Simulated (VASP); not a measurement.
Input of a VASP 6.6.1 run:

The input INCAR:

```
PREC     = Accurate       # precision mode
ENCUT    = 750            # plane-wave cutoff, eV
EDIFF    = 1E-6           # SCF threshold, eV
ISMEAR   = 0              # smearing method
SIGMA    = 0.02           # smearing width, eV
LREAL    = F              # projectors in reciprocal space
LASPH    = T              # aspherical terms in the spheres
NELM     = 120            # most SCF steps
ALGO     = Normal         # electronic algorithm
ISIF     = 2              # what is computed and relaxed
LWAVE    = F              # write WAVECAR
LCHARG   = F              # write CHGCAR
GGA      = PE             # functional
NBANDS   = 13             # bands
GGA_COMPAT= F
```

Contents of KPOINTS:

```
regular mesh
0
Gamma
  8 8 8
```

Contents of POSCAR:

```
Li2Se
1.0
    0.0000000000      2.8772476242      2.8772476242
    2.8772476242      0.0000000000      2.8772476242
    2.8772476242      2.8772476242      0.0000000000
Li Se
2 1
Direct
    0.2500000000      0.2500000000      0.2500000000
    0.7500000000      0.7500000000      0.7500000000
    0.0000000000      0.0000000000      0.0000000000
```

Potentials or basis: VASP PAW PBE potentials, release 64 (Li_sv, Se).

Command:

```console
$ cat potpaw_PBE.64/Li_sv/POTCAR potpaw_PBE.64/Se/POTCAR > POTCAR
$ mpirun -np 1 vasp_std > vasp.out
```

(1) Predict the band gap on the k mesh.

(2) Estimate the pressure.

## Answers

(1) 2.85 eV (least direct gap 3.96 eV).

(2) 5.5 GPa.

Caveat: the cell stands under pressure.
